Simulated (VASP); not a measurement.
# Y (P6_3/mmc) in VASP: further runs

The runs below take Y through single point, relaxation of cell and atoms, with LDA.

Program: VASP 6.6.1. These are calculated values, not measurements. Logs are shortened: lines on timing, memory, paths and dates and some standing lists are left out, and cuts for length are marked.

### Step 1. The cell of the first run

The structure is hexagonal, space group P6_3/mmc (No. 194). The conventional cell has a = 3.521 Å, b = 3.521 Å, c = 5.511 Å, α = 90.00°, β = 90.00°, γ = 120.00°. Y (site symmetry -6m2) has 12 Y at 3.42 to 3.52 Å within 4.5 Å.

### Step 2. Single point, LDA

INCAR reads:

```
PREC = Accurate
ENCUT = 520
EDIFF = 1E-6
ISMEAR = -1
SIGMA = 0.05
LREAL = F
LASPH = T
NELM = 60
ALGO = Normal
ISIF = 2
LWAVE = F
LCHARG = F
NBANDS = 18
```

KPOINTS reads:

```
Automatic mesh
0
Gamma
  6 6 3
```

POSCAR reads:

```
Y
1.0
    3.5210867901      0.0000000000      0.0000000000
   -1.7605433950      3.0493506091      0.0000000000
    0.0000000000      0.0000000000      5.5112007589
Y
2
Direct
    0.3333333333      0.6666666667      0.2500000000
    0.6666666667      0.3333333333      0.7500000000
```

Potentials or basis: VASP PAW LDA potentials, release 64 (Y_sv).

The run is started by

```console
cat potpaw_LDA.64/Y_sv/POTCAR > POTCAR
mpirun -np 1 vasp_std > vasp.out
```

OUTCAR:

```text
PREC = Accurate
   ENCUT = 520
   EDIFF = 1E-6
   ISMEAR = -1
   LREAL = F
   LASPH = T
   NELM = 60
   ISIF = 2

 ion  position               nearest neighbor table
   1  0.333  0.667  0.250-   2 3.42   2 3.42   2 3.42   2 3.42   2 3.42   2 3.42
   2  0.667  0.333  0.750-   1 3.42   1 3.42   1 3.42   1 3.42   1 3.42   1 3.42

  LATTYP: Found a hexagonal cell.
 ALAT       =     3.5210867901
 C/A-ratio  =     1.5651987831

  Lattice vectors:

 A1 = (   3.5210867901,   0.0000000000,   0.0000000000)
 A2 = (  -1.7605433950,   3.0493506091,   0.0000000000)
 A3 = (   0.0000000000,   0.0000000000,   5.5112007589)

Analysis of symmetry for initial positions (statically):
=====================================================================
 Subroutine PRICEL returns:
 Original cell was already a primitive cell.

 Routine SETGRP: Setting up the symmetry group for a
 hexagonal supercell.

 Subroutine GETGRP returns: Found 24 space group operations
 (whereof 12 operations were pure point group operations)
 out of a pool of 24 trial point group operations.

The static configuration has the point symmetry D_3d.
 The point group associated with its full space group is D_6h.

Analysis of symmetry for dynamics (positions and initial velocities):
=====================================================================
 Subroutine PRICEL returns:
 Original cell was already a primitive cell.

 Routine SETGRP: Setting up the symmetry group for a
 hexagonal supercell.

 Subroutine GETGRP returns: Found 24 space group operations
 (whereof 12 operations were pure point group operations)
 out of a pool of 24 trial point group operations.

The dynamic configuration has the point symmetry D_3d.
 The point group associated with its full space group is D_6h.

 Subroutine INISYM returns: Found 24 space group operations
 (whereof 12 operations are pure point group operations),
 and found     1 'primitive' translations

----------------------------------------------------------------------------------------

                                     Primitive cell

  volume of cell :      59.1739

  direct lattice vectors                    reciprocal lattice vectors
     3.521086790  0.000000000  0.000000000     0.284003224  0.163969338  0.000000000
    -1.760543395  3.049350609  0.000000000     0.000000000  0.327938676  0.000000000
     0.000000000  0.000000000  5.511200759     0.000000000  0.000000000  0.181448661

  length of vectors
     3.521086790  3.521086790  5.511200759     0.327938676  0.327938676  0.181448661

  position of ions in fractional coordinates (direct lattice)
     0.333333333  0.666666667  0.250000000
     0.666666667  0.333333333  0.750000000

  ion indices of the primitive-cell ions
   primitive index   ion index
                 1           1
                 2           2

----------------------------------------------------------------------------------------

 KPOINTS: Automatic mesh

Automatic generation of k-mesh.
 Grid dimensions read from file:
 generate k-points for:    6    6    3

 Generating k-lattice:

  Cartesian coordinates                     Fractional coordinates (reciprocal lattice)
     0.047333871  0.027328223  0.000000000     0.166666667  0.000000000  0.000000000
     0.000000000  0.054656446  0.000000000     0.000000000  0.166666667  0.000000000
     0.000000000  0.000000000  0.060482887     0.000000000  0.000000000  0.333333333

  Length of vectors
     0.054656446  0.054656446  0.060482887

  Shift w.r.t. Gamma in fractional coordinates (k-lattice)
     0.000000000  0.000000000  0.000000000

 Subroutine IBZKPT returns following result:
 ===========================================

 Found     14 irreducible k-points:

 Following reciprocal coordinates:
            Coordinates               Weight
  0.000000  0.000000  0.000000      1.000000
  0.166667  0.000000  0.000000      6.000000
  0.333333  0.000000  0.000000      6.000000
  0.500000  0.000000  0.000000      3.000000
  0.166667  0.166667  0.000000      6.000000
  0.333333  0.166667  0.000000     12.000000
  0.333333  0.333333  0.000000      2.000000
  0.000000  0.000000  0.333333      2.000000
  0.166667  0.000000  0.333333     12.000000
  0.333333  0.000000  0.333333     12.000000
  0.500000  0.000000  0.333333      6.000000
  0.166667  0.166667  0.333333     12.000000
  0.333333  0.166667  0.333333     24.000000
  0.333333  0.333333  0.333333      4.000000
   k-points           NKPTS =     14   k-points in BZ     NKDIM =     14   number of bands    NBANDS=     18
   number of dos      NEDOS =    301   number of ions     NIONS =      2
   total plane-waves  NPLWV =  32928
   dimension x,y,z NGX =    28 NGY =   28 NGZ =   42
   dimension x,y,z NGXF=    56 NGYF=   56 NGZF=   84
   ions per type =               2
   NGX,Y,Z   is equivalent  to a cutoff of  13.22, 13.22, 12.67 a.u.
   NGXF,Y,Z  is equivalent  to a cutoff of  26.44, 26.44, 25.34 a.u.
 SYSTEM =  unknown system
   PREC   = accura    normal or accurate (medium, high low for compatibility)
   ISTART =      0    job   : 0-new  1-cont  2-samecut
   ICHARG =      2    charge: 1-file 2-atom 10-const
   ISPIN  =      1    spin polarized calculation?
   LNONCOLLINEAR =      F non collinear calculations
   LSORBIT =      F    spin-orbit coupling
   LASPH  =      T    aspherical Exc in radial PAW
   ENCUT  =  520.0 eV  38.22 Ry    6.18 a.u.   6.55  6.55 10.25*2*pi/ulx,y,z
   NELM   =     60;   NELMIN=  2; NELMDL= -5     # of ELM steps
   EDIFF  = 0.1E-05   stopping-criterion for ELM
   LREAL  =      F    real-space projection
   EDIFFG = 0.1E-04   stopping-criterion for IOM
   NSW    =      0    number of steps for IOM
   IBRION =     -1    ionic relax: 0-MD 1-quasi-New 2-CG
   NFREE  =      0    steps in history (QN), initial steepest desc. (CG)
   ISIF   =      2    stress and relaxation
   ISYM   =      2    0-nonsym 1-usesym 2-fastsym
   POTIM  = 0.5000    time-step for ionic-motion
   TEBEG  =    0.0;   TEEND  =   0.0 temperature during run
   PSTRESS=    0.0 pullay stress
   NELECT =      22.0000    total number of electrons
   NUPDOWN=      -1.0000    fix difference up-down
   EMIN   =  10.00;   EMAX   =-10.00  energy-range for DOS
   EFERMI =   0.00;   METHOD = LEGACY
   ISMEAR =    -1;   SIGMA  =   0.05  broadening in eV -4-tet -1-fermi 0-gaus
   EFERMI_NEDOS =   21; number of points for ismear=-14 and -15
   IALGO  =     38    algorithm
   IMIX   =      4    mixing-type and parameters
     AMIX     =   0.40;   BMIX     =  1.00
     AMIX_MAG =   1.60;   BMIX_MAG =  1.00
  volume/ion in A,a.u.               =      29.59       199.66
  Fermi-wavevector in a.u.,A,eV,Ry     =   1.177169  2.224528 18.853970  1.385728
  Thomas-Fermi vector in A             =   2.313521
   LORBIT       =      0    0 simple, 1 ext, 2 COOP (PROOUT), +10 PAW based schemes
   GGA     = CA    functional components
   LHFCALC =     F    Hartree Fock is set to
   AEXX    =    0.0000 exact exchange contribution
   IVDW    =     0    specifies the selected vdW correction
   LEPSILON=     F    determine dielectric tensor
   LRPA    =     F    only Hartree local field effects (RPA)
 non-spin polarized calculation
  energy-cutoff  :      520.00
  volume of cell :       59.17
 maximum number of plane-waves:      1622
 NGX is ok and might be reduce to    28
   NGX = 13   NGY = 13   NGZ = 21

 number of electron      22.0000000 magnetization

 Free energy of the ion-electron system (eV)
  ---------------------------------------------------
  ext. energy  EPLUGINS =         0.00000000
  ---------------------------------------------------
  free energy    TOTEN  =       -13.94233677 eV

  energy without entropy =      -13.92454703  energy(sigma->0) =      -13.93344190

 E-fermi :   3.3264     XC(G=0): -10.0543

 val. band max:        3.2287067747   @ k =   0.3333   0.1667   0.0000
 cond. band min:       3.3348855651   @ k =   0.1667   0.1667   0.0000
 fundamental gap:      0.1061787904
 Fermi energy:         3.3263923913

 k-point     1 :       0.0000    0.0000    0.0000
  band No.  band energies     occupation
      1     -38.8512      2.00000
      2     -38.7322      2.00000
      3     -19.4069      2.00000
      4     -18.7200      2.00000
      5     -18.7200      2.00000
      6     -18.5933      2.00000
[... 10 lines left out ...]
     17       6.2926      0.00000
     18       6.2926      0.00000

 k-point     2 :       0.1667    0.0000    0.0000
  band No.  band energies     occupation
      1     -38.8302      2.00000
      2     -38.7252      2.00000
      3     -19.3388      2.00000
      4     -18.8560      2.00000
      5     -18.7650      2.00000
      6     -18.7334      2.00000
[... 10 lines left out ...]
     17       6.2373      0.00000
     18       6.4037      0.00000

 k-point     3 :       0.3333    0.0000    0.0000
  band No.  band energies     occupation
      1     -38.7838      2.00000
      2     -38.7153      2.00000
      3     -19.1717      2.00000
      4     -19.1282      2.00000
      5     -18.9915      2.00000
      6     -18.8481      2.00000
[... 10 lines left out ...]
     17       7.5747      0.00000
     18       7.8984      0.00000

 k-point     4 :       0.5000    0.0000    0.0000
  band No.  band energies     occupation
      1     -38.7548      2.00000
      2     -38.7159      2.00000
      3     -19.2630      2.00000
      4     -19.1119      2.00000
      5     -19.0460      2.00000
      6     -18.8874      2.00000
[... 165 lines left out ...]
      4     -19.0663      2.00000
      5     -18.8536      2.00000
      6     -18.8231      2.00000
[... 10 lines left out ...]
     17       7.5937      0.00000
     18       7.8726      0.00000

 k-point    13 :       0.3333    0.1667    0.3333
  band No.  band energies     occupation
      1     -38.7452      2.00000
      2     -38.7255      2.00000
      3     -19.2766      2.00000
      4     -19.2092      2.00000
      5     -18.9509      2.00000
      6     -18.8481      2.00000
[... 10 lines left out ...]
     17       8.1886      0.00000
     18       9.3991      0.00000

 k-point    14 :       0.3333    0.3333    0.3333
  band No.  band energies     occupation
      1     -38.7282      2.00000
      2     -38.7282      2.00000
      3     -19.1968      2.00000
      4     -19.1968      2.00000
      5     -19.0966      2.00000
      6     -18.9548      2.00000
[... 10 lines left out ...]
     17       8.3683      0.00000
     18       8.3683      0.00000

------------------------ aborting loop because EDIFF is reached ----------------------------------------

  FORCE on cell =-STRESS in cart. coord.  units (eV):
  Direction    XX          YY          ZZ          XY          YZ          ZX
  --------------------------------------------------------------------------------------
  -------------------------------------------------------------------------------------
  Total       -0.0479744     -0.0479744     -0.0462015     -0.0000000     -0.0000000      0.0000000
  in kB       -1.2989424     -1.2989424     -1.2509404     -0.0000000     -0.0000000      0.0000000
  external PRESSURE =      -1.2829418 kB  Pullay stress =       0.0000000 kB

 VOLUME and BASIS-vectors are now :
 -----------------------------------------------------------------------------
  energy-cutoff  :      520.00
  volume of cell :       59.17
      direct lattice vectors                 reciprocal lattice vectors
     3.521086790  0.000000000  0.000000000     0.284003224  0.163969338  0.000000000
    -1.760543395  3.049350609  0.000000000     0.000000000  0.327938676  0.000000000
     0.000000000  0.000000000  5.511200759     0.000000000  0.000000000  0.181448661

 POSITION                                       TOTAL-FORCE (eV/Angst)
 -----------------------------------------------------------------------------------
     -0.00000      2.03290      1.37780         0.000000     -0.000000      0.000000
      1.76054      1.01645      4.13340        -0.000000      0.000000      0.000000
 -----------------------------------------------------------------------------------
    total drift:                               -0.000000      0.000000     -0.000000

  FREE ENERGIE OF THE ION-ELECTRON SYSTEM (eV)
  ---------------------------------------------------
  free  energy   TOTEN  =       -13.9423367744 eV

  energy  without entropy=      -13.9245470293  energy(sigma->0) =      -13.93344190
```

It took 9.7 s on 1 thread of Intel Xeon 6975P-C (Granite Rapids), shared host; peak memory 0.15 GiB.

Results:

```yaml
Free_energy: -13.9423 eV
Pressure: -0.1 GPa
Band_gap_on_the_k_mesh: zero (band 11 reaches 4.69 eV, above the bottom of band 12 at 2.96 eV)
```

Caveat: the k points lie up to 0.38 Å⁻¹ apart.

### Step 3. Relaxation of cell and atoms, LDA

This run uses another cell than the first one, of 33.01 Å³/atom, 1.116 times its volume.

INCAR reads:

```
PREC     = Accurate       # precision mode
ENCUT    = 600            # plane-wave cutoff, eV
EDIFF    = 1E-6           # SCF threshold, eV
ISMEAR   = -1             # smearing method
SIGMA    = 0.05           # smearing width, eV
LREAL    = False          # projectors in reciprocal space
LASPH    = True           # aspherical terms in the spheres
NELM     = 60             # most SCF steps
ALGO     = Normal         # electronic algorithm
ISIF     = 3              # what is computed and relaxed
LWAVE    = False          # write WAVECAR
LCHARG   = False          # write CHGCAR
IBRION   = 2              # ionic algorithm
NSW      = 80             # ionic steps
EDIFFG   = -0.02          # ionic threshold
```

KPOINTS is that of step 2.

POSCAR reads:

```
Y
1.0
    3.6474000000      0.0000000000      0.0000000000
   -1.8237000000      3.1587410578      0.0000000000
    0.0000000000      0.0000000000      5.7306000000
Y
2
Direct
    0.3333330000      0.6666670000      0.2500000000
    0.6666670000      0.3333330000      0.7500000000
```

Potentials or basis: VASP PAW LDA potentials, release 64 (Y_sv).

The run is started by

```console
cat potpaw_LDA.64/Y_sv/POTCAR > POTCAR
mpirun -np 1 vasp_std > vasp.out
```

Wall time 33 s (1 thread of Intel Xeon 6975P-C (Granite Rapids), shared host); peak memory 0.19 GiB.

The run converged. Its results:

```
Free energy                            : -13.9427 eV
Relaxed volume                         : 29.49 Å³/atom
Relaxed cell                           : a = 3.515 Å, b = 3.515 Å, c = 5.511 Å, α = 90.00°, β = 90.00°, γ = 120.00°
Space group after relaxing (to 0.05 Å) : P6_3/mmc (No. 194)
Energy gained by relaxing              : 50.5 meV/atom
Ionic steps                            : 3
Pressure after relaxing                : 0.0 GPa
Band gap on the k mesh                 : zero (band 11 reaches 4.71 eV, above the bottom of band 12 at 2.98 eV)
```

Stress tensor (GPa, compression positive):
```
 0.07  0.00  0.00
 0.00  0.07  0.00
 0.00  0.00 -0.04
```

The path:
| step | energy change (eV) | largest force (eV/Å) | pressure (GPa) | volume (Å³) |
| --- | --- | --- | --- | --- |
| 1 | 0.0000 | 0.0000 | -4.24 | 66.02 |
| 2 | -0.0986 | 0.0000 | 0.78 | 58.02 |
| 3 | -0.1010 | 0.0000 | 0.03 | 58.98 |

Final structure:
```yaml
crystal:
  lattice:
    - [3.51524, 0.00000, 0.00000]
    - [-1.75762, 3.04429, 0.00000]
    - [0.00000, 0.00000, 5.51115]
  atoms:
    - { symbol: Y, position: [0.33333, 0.66667, 0.25000] }
    - { symbol: Y, position: [0.66667, 0.33333, 0.75000] }
```

Levels at points of the mesh, in eV from the Fermi level:
```
           k point  band 7  band 8  band 9  band 10  band 11  band 12  band 13  band 14  band 15
(0.00, 0.00, 0.00)  -21.91  -21.87   -4.80    -2.01     1.37     1.82     1.82     2.16     2.51
(0.50, 0.00, 0.00)  -22.09  -21.99   -1.69    -1.38    -0.97     0.17     1.50     1.60     2.29
```

Caveat: the k points lie up to 0.38 Å⁻¹ apart in the final cell; the volume moved by -11 % from the deposited cell, more than functionals usually miss. Zero-point motion and thermal expansion aren't in these numbers.
